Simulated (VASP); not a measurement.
Write the native input for VASP 6.6.1 that does the following.

* Task: single point
* Functional: PBEsol
* Dispersion: D4
* Potentials or basis: VASP PAW PBE potentials, release 64 (Hf_pv, C)
* Cutoff: 520 eV
* k mesh: 8 × 8 × 8
* Occupations: fermi-dirac, width 0.05 eV
* Spin: no spin polarisation
* Dipole correction: no
* Further INCAR settings: ALGO = Normal; EDIFF = 1e-06; NBANDS = 14

The structure of HfC lies in POSCAR:

```
HfC
1.0
    0.0000000000      2.3250000000      2.3250000000
    2.3250000000      0.0000000000      2.3250000000
    2.3250000000      2.3250000000      0.0000000000
Hf C
1 1
Direct
    0.5000000000      0.5000000000      0.5000000000
    0.0000000000      0.0000000000      0.0000000000
```

These files were run (other wordings do the same):

INCAR

```
ALGO = Normal
EDIFF = 1E-6
ENCUT = 520
GGA = PS
ISIF = 2
ISMEAR = -1
IVDW = 13
LASPH = True
LCHARG = False
LREAL = False
LWAVE = False
NBANDS = 14
NELM = 100
PREC = Accurate
SIGMA = 0.05
```

KPOINTS

```
k-points
0
Gamma
  8 8 8
```

Potentials or basis: VASP PAW PBE potentials, release 64 (Hf_pv, C).

Run with:

```console
$ cat potpaw_PBE.64/Hf_pv/POTCAR potpaw_PBE.64/C/POTCAR > POTCAR
$ mpirun -np 1 vasp_std > vasp.out
```

Results of the run:

| Item | Value |
| --- | --- |
| Pressure | -8.9 GPa |
| Band gap on the k mesh | zero (band 7 reaches 6.84 eV, above the bottom of band 8 at 5.39 eV) |
| Dispersion energy per atom | -0.144 eV |

Caveat: the PAW data sets were made with another functional, which shifts forces and pressure a little; spin-orbit coupling is left out, which moves the levels of the heavy elements; pairwise dispersion overbinds metals, which lowers pressure and volume.

It took 7.6 s on 1 thread of Intel(R) Xeon(R) Platinum 8488C (Sapphire Rapids), with other jobs on the host, peak memory 0.14 GiB.
